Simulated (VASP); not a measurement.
The system is Al2BAs2.

```
Al B As
1.0
    -2.08875    2.08875    5.19313
     2.08875   -2.08875    5.19313
     2.08875    2.08875   -5.19313
Al B As
2 1 2
Cartesian
  0.0000 0.0000 3.9737
  0.0000 0.0000 6.4125
  0.0000 0.0000 0.0000
  2.0887 0.0000 2.5966
  0.0000 2.0887 2.5966
```

The cell was built from a structure type or drawn by symmetry, and may not be a known phase.

```yaml
Program: VASP 6.6.1
Task: relaxation of cell and atoms
Functional: PBE
Potentials_or_basis: VASP PAW PBE potentials, release 64 (Al, B, As)
Cutoff: 600 eV
k_mesh: 6 × 6 × 6
Occupations: gaussian, width 0.1 eV
Spin: no spin polarisation
```

At the start: pressure 7.8 GPa; volume 18.13 Å³/atom.

Question: Where does the relaxation end?

Answer: Over 10 steps the energy falls by 49.7 meV/atom and the volume is 19.65 Å³/atom (+8.4 %); space group I4/mmm (No. 139, to 0.1 Å) before and after.

The path:
```tsv
step	energy change (eV)	largest force (eV/Å)	pressure (GPa)	volume (Å³)
1	0.0000	0.7761	7.76	90.63
2	-0.2118	0.3001	-1.66	102.63
3	-0.2285	0.0968	0.04	99.81
4	-0.2285	0.1109	-0.09	100.00
5	-0.2339	0.0951	-0.27	100.19
6	-0.2345	0.1869	-0.35	100.28
7	-0.2397	0.2094	-0.20	99.74
8	-0.2465	0.1903	0.41	98.09
9	-0.2481	0.0777	-0.01	98.35
10	-0.2486	0.0087	0.13	98.27
```

Final structure:
```yaml
crystal:
  lattice:
    - [-2.10213, 2.10213, 5.55938]
    - [2.10213, -2.10213, 5.55938]
    - [2.10213, 2.10213, -5.55938]
  atoms:
    - { symbol: Al, position: [0.38854, 0.38854, 0.00000] }
    - { symbol: Al, position: [0.61146, 0.61146, 0.00000] }
    - { symbol: B, position: [0.00000, 0.00000, 0.00000] }
    - { symbol: As, position: [0.25000, 0.75000, 0.50000] }
    - { symbol: As, position: [0.75000, 0.25000, 0.50000] }
```
